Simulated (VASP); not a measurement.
A run of VASP 6.6.1:

INCAR

```
SYSTEM = C
PREC = Accurate
ENCUT = 520
EDIFF = 1E-6
ISMEAR = 0
SIGMA = 0.02
LREAL = .False.
LASPH = .True.
NELM = 100
ALGO = Normal
ISIF = 2
LWAVE = .False.
LCHARG = .False.
GGA = PE
NBANDS = 21
```

The input KPOINTS:

```
Automatic mesh
0
Gamma
  8 8 10
  0 0 0
```

The input POSCAR:

```
C
1.0
    2.2740249575     -2.6906349877      0.0000000000
    2.2740249575      2.6906349877      0.0000000000
    0.0000000000      0.0000000000      3.0184037907
C
6
Direct
    0.2500000000      0.2500000000      0.0000000000
    0.7500000000      0.7500000000      0.0000000000
    0.6038119483      0.3961880517      0.7058667185
    0.1038119483      0.8961880517      0.2941332815
    0.3961880517      0.6038119483      0.2941332815
    0.8961880517      0.1038119483      0.7058667185
```

Potentials or basis: VASP PAW PBE potentials, release 64 (C).

The run is started by

```console
$ cat potpaw_PBE.64/C/POTCAR > POTCAR
$ mpirun -np 1 vasp_std > vasp.out
```

Hardware: 1 thread of Intel(R) Xeon(R) Platinum 8375C CPU @ 2.90GHz (Ice Lake) (shared host).

Estimate the wall time of this run.

Run time: 60 s on 1 thread of Intel(R) Xeon(R) Platinum 8375C CPU @ 2.90GHz (Ice Lake) (shared host), peak memory 0.18 GiB. Counts: scf iterations 13, k points 126.
